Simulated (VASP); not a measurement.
# Bi3O (Pm-3m) in VASP: notebook

Runs on Bi3O. Level: PBE. Tasks: single point, relaxation of cell and atoms.

Program: VASP 6.6.1. These are calculated values, not measurements. Logs are shortened: lines on timing, memory, paths and dates and some standing lists are left out, and cuts for length are marked.

## Step 1: The cell of the first run

The structure is cubic, space group Pm-3m (No. 221). Conventional cell: a = 4.843 Å, b = 4.843 Å, c = 4.843 Å, α = 90.00°, β = 90.00°, γ = 90.00°. Within 3.2 Å of Bi (site symmetry 4/mmm) lie 2 O at 2.42 Å. O (site symmetry m-3m) has 6 Bi at 2.42 Å within 3.2 Å.

The cell was generated, and may not be a known phase.

## Step 2: Single point, PBE

Contents of INCAR:

```
SYSTEM = Bi3O
  PREC = Accurate
  ENCUT = 520
  EDIFF = 1E-7
  ISMEAR = 0
  SIGMA = 0.1
  LREAL = .False.
  LASPH = .True.
  NELM = 100
  ALGO = Normal
  ISIF = 2
  LWAVE = .False.
  LCHARG = .False.
  GGA = PE
  NBANDS = 34
```

Contents of KPOINTS:

```
Automatic mesh
0
Gamma
  4 4 4
  0 0 0
```

Contents of POSCAR:

```
Bi3O
1.0
    4.8426476900      0.0000000000      0.0000000000
    0.0000000000      4.8426476900      0.0000000000
    0.0000000000      0.0000000000      4.8426476900
Bi O
3 1
Direct
    0.0000000000      0.5000000000      0.5000000000
    0.5000000000      0.0000000000      0.5000000000
    0.5000000000      0.5000000000      0.0000000000
    0.5000000000      0.5000000000      0.5000000000
```

Potentials or basis: VASP PAW PBE potentials, release 64 (Bi_d, O).

Run with:

```
$ cat potpaw_PBE.64/Bi_d/POTCAR potpaw_PBE.64/O/POTCAR > POTCAR
$ mpirun -np 1 vasp_std > vasp.out
```

OUTCAR:

```text
SYSTEM = Bi3O
   PREC = Accurate
   ENCUT = 520
   EDIFF = 1E-7
   ISMEAR = 0
   LREAL = .False.
   LASPH = .True.
   NELM = 100
   ISIF = 2
   GGA = PE

 ion  position               nearest neighbor table
   1  0.000  0.500  0.500-   4 2.42   4 2.42   2 3.42   3 3.42   2 3.42   2 3.42   3 3.42   3 3.42
                             3 3.42   2 3.42
   2  0.500  0.000  0.500-   4 2.42   4 2.42   1 3.42   3 3.42   1 3.42   3 3.42   3 3.42   3 3.42
                             1 3.42   1 3.42
   3  0.500  0.500  0.000-   4 2.42   4 2.42   1 3.42   1 3.42   2 3.42   2 3.42   2 3.42   2 3.42
                             1 3.42   1 3.42
   4  0.500  0.500  0.500-   1 2.42   2 2.42   3 2.42   3 2.42   2 2.42   1 2.42

  LATTYP: Found a simple cubic cell.
 ALAT       =     4.8426476900

  Lattice vectors:

 A1 = (   4.8426476900,   0.0000000000,   0.0000000000)
 A2 = (   0.0000000000,   4.8426476900,   0.0000000000)
 A3 = (   0.0000000000,   0.0000000000,   4.8426476900)

Analysis of symmetry for initial positions (statically):
=====================================================================
 Subroutine PRICEL returns:
 Original cell was already a primitive cell.

 Routine SETGRP: Setting up the symmetry group for a
 simple cubic supercell.

 Subroutine GETGRP returns: Found 48 space group operations
 (whereof 48 operations were pure point group operations)
 out of a pool of 48 trial point group operations.

The static configuration has the point symmetry O_h .

Analysis of symmetry for dynamics (positions and initial velocities):
=====================================================================
 Subroutine PRICEL returns:
 Original cell was already a primitive cell.

 Routine SETGRP: Setting up the symmetry group for a
 simple cubic supercell.

 Subroutine GETGRP returns: Found 48 space group operations
 (whereof 48 operations were pure point group operations)
 out of a pool of 48 trial point group operations.

The dynamic configuration has the point symmetry O_h .

 Subroutine INISYM returns: Found 48 space group operations
 (whereof 48 operations are pure point group operations),
 and found     1 'primitive' translations

----------------------------------------------------------------------------------------

                                     Primitive cell

  volume of cell :     113.5661

  direct lattice vectors                    reciprocal lattice vectors
     4.842647690  0.000000000  0.000000000     0.206498607  0.000000000  0.000000000
     0.000000000  4.842647690  0.000000000     0.000000000  0.206498607  0.000000000
[... 75 lines left out ...]
   LREAL  =      F    real-space projection
   EDIFFG = 0.1E-05   stopping-criterion for IOM
   NSW    =      0    number of steps for IOM
   IBRION =     -1    ionic relax: 0-MD 1-quasi-New 2-CG
   NFREE  =      0    steps in history (QN), initial steepest desc. (CG)
   ISIF   =      2    stress and relaxation
   ISYM   =      2    0-nonsym 1-usesym 2-fastsym
   POTIM  = 0.5000    time-step for ionic-motion
   TEBEG  =    0.0;   TEEND  =   0.0 temperature during run
   PSTRESS=    0.0 pullay stress
   NELECT =      51.0000    total number of electrons
   NUPDOWN=      -1.0000    fix difference up-down
   EMIN   =  10.00;   EMAX   =-10.00  energy-range for DOS
   EFERMI =   0.00;   METHOD = LEGACY
   ISMEAR =     0;   SIGMA  =   0.10  broadening in eV -4-tet -1-fermi 0-gaus
   EFERMI_NEDOS =   21; number of points for ismear=-14 and -15
   IALGO  =     38    algorithm
   IMIX   =      4    mixing-type and parameters
     AMIX     =   0.40;   BMIX     =  1.00
     AMIX_MAG =   1.60;   BMIX_MAG =  1.00
  volume/ion in A,a.u.               =      28.39       191.60
  Fermi-wavevector in a.u.,A,eV,Ry     =   1.253666  2.369086 21.384000  1.571680
  Thomas-Fermi vector in A             =   2.387508
   LORBIT       =      0    0 simple, 1 ext, 2 COOP (PROOUT), +10 PAW based schemes
   GGA     = PE    functional components
   LHFCALC =     F    Hartree Fock is set to
   AEXX    =    0.0000 exact exchange contribution
   IVDW    =     0    specifies the selected vdW correction
   LEPSILON=     F    determine dielectric tensor
   LRPA    =     F    only Hartree local field effects (RPA)
 non-spin polarized calculation
 Gauss-broadening in eV      SIGMA  =   0.10
  energy-cutoff  :      520.00
  volume of cell :      113.57
 maximum number of plane-waves:      3112
   NGX = 19   NGY = 19   NGZ = 19

 number of electron      51.0000014 magnetization

 Free energy of the ion-electron system (eV)
  ---------------------------------------------------
  ext. energy  EPLUGINS =         0.00000000
  ---------------------------------------------------
  free energy    TOTEN  =       -16.21840770 eV

  energy without entropy =      -16.19742985  energy(sigma->0) =      -16.20791878

 E-fermi :   5.8613     XC(G=0):  -9.5617

 val. band max:        5.7934055995   @ k =   0.2500   0.2500   0.0000
 cond. band min:       5.9618539397   @ k =   0.5000   0.0000   0.0000
 fundamental gap:      0.1684483402
 Fermi energy:         5.8613418740

 k-point     1 :       0.0000    0.0000    0.0000
  band No.  band energies     occupation
      1     -17.3913      2.00000
      2     -17.0208      2.00000
      3     -17.0208      2.00000
      4     -17.0208      2.00000
      5     -16.8426      2.00000
      6     -16.8426      2.00000
[... 359 lines left out ...]
     33      15.8708      0.00000
     34      15.8971      0.00000

------------------------ aborting loop because EDIFF is reached ----------------------------------------

  FORCE on cell =-STRESS in cart. coord.  units (eV):
  Direction    XX          YY          ZZ          XY          YZ          ZX
  --------------------------------------------------------------------------------------
  -------------------------------------------------------------------------------------
  Total        3.6552603      3.6552603      3.6552603     -0.0000000      0.0000000     -0.0000000
  in kB       51.5679981     51.5679981     51.5679981     -0.0000000      0.0000000     -0.0000000
  external PRESSURE =      51.5679981 kB  Pullay stress =       0.0000000 kB

 VOLUME and BASIS-vectors are now :
 -----------------------------------------------------------------------------
  energy-cutoff  :      520.00
  volume of cell :      113.57
      direct lattice vectors                 reciprocal lattice vectors
     4.842647690  0.000000000  0.000000000     0.206498607  0.000000000  0.000000000
     0.000000000  4.842647690  0.000000000     0.000000000  0.206498607  0.000000000
     0.000000000  0.000000000  4.842647690     0.000000000  0.000000000  0.206498607

 POSITION                                       TOTAL-FORCE (eV/Angst)
 -----------------------------------------------------------------------------------
      0.00000      2.42132      2.42132         0.000000      0.000000      0.000000
      2.42132      0.00000      2.42132         0.000000      0.000000      0.000000
      2.42132      2.42132      0.00000         0.000000      0.000000      0.000000
      2.42132      2.42132      2.42132         0.000000      0.000000      0.000000
 -----------------------------------------------------------------------------------
    total drift:                                0.000000      0.000000      0.000000

  FREE ENERGIE OF THE ION-ELECTRON SYSTEM (eV)
  ---------------------------------------------------
  free  energy   TOTEN  =       -16.2184077038 eV

  energy  without entropy=      -16.1974298533  energy(sigma->0) =      -16.20791878
```

OSZICAR:

```text
N       E                     dE             d eps       ncg     rms          rms(c)
DAV:   1     0.617343698844E+03    0.61734E+03   -0.26196E+04   680   0.180E+03
DAV:   2     0.640234851722E+02   -0.55332E+03   -0.53967E+03   704   0.507E+02
DAV:   3    -0.145550000844E+02   -0.78578E+02   -0.77102E+02   858   0.197E+02
DAV:   4    -0.181239530495E+02   -0.35690E+01   -0.35360E+01   754   0.449E+01
DAV:   5    -0.182550759827E+02   -0.13112E+00   -0.13107E+00   876   0.865E+00    0.886E+00
DAV:   6    -0.164033135200E+02    0.18518E+01   -0.92845E+00  1004   0.247E+01    0.438E+00
DAV:   7    -0.162156396763E+02    0.18767E+00   -0.17660E+00   738   0.660E+00    0.169E+00
DAV:   8    -0.162234719010E+02   -0.78322E-02   -0.30705E-01   752   0.239E+00    0.592E-01
DAV:   9    -0.162185563099E+02    0.49156E-02   -0.18383E-02   978   0.109E+00    0.123E-01
DAV:  10    -0.162186659811E+02   -0.10967E-03   -0.53331E-03   870   0.520E-01    0.136E-01
DAV:  11    -0.162184211912E+02    0.24479E-03   -0.75519E-04   832   0.160E-01    0.464E-02
DAV:  12    -0.162184160177E+02    0.51734E-05   -0.38341E-04   810   0.919E-02    0.251E-02
DAV:  13    -0.162184095121E+02    0.65056E-05   -0.65934E-05   846   0.449E-02    0.881E-03
DAV:  14    -0.162184080605E+02    0.14516E-05   -0.76194E-06   848   0.184E-02    0.144E-03
DAV:  15    -0.162184080047E+02    0.55819E-07   -0.10757E-06   770   0.464E-03    0.172E-03
DAV:  16    -0.162184077501E+02    0.25460E-06   -0.19684E-07   584   0.333E-03    0.294E-04
DAV:  17    -0.162184077038E+02    0.46213E-07   -0.25609E-08   380   0.114E-03
   1 F= -.16218408E+02 E0= -.16207919E+02  d E =-.209779E-01
```

stdout:

```text
POSCAR found type information on POSCAR BiO
 POSCAR found :  2 types and       4 ions
 scaLAPACK will be used
 LDA part: xc-table for (Slater+PW92), standard interpolation
 POSCAR, INCAR and KPOINTS ok, starting setup
 FFT: planning ... GRIDC
 FFT: planning ... GRID_SOFT
 FFT: planning ... GRID
 WAVECAR not read
 entering main loop
```

Run time: 56 s. Hardware: 1 thread of Intel Xeon 8259CL, shared host; peak memory 0.21 GiB.

What came out:

- Free energy: -16.2184 eV
- Pressure: 5.2 GPa
- Band gap on the k mesh: zero (an odd number of electrons rules out a gap without spin polarisation)

Caveat: the cell stands under pressure; spin-orbit coupling is left out, which moves the levels of the heavy elements; an odd number of electrons without spin polarisation forces a metal; a magnetic or distorted state may lie lower.

[end of part 1 of 2]

The gap in the log of VASP goes by the Fermi energy; the results here count the filled bands.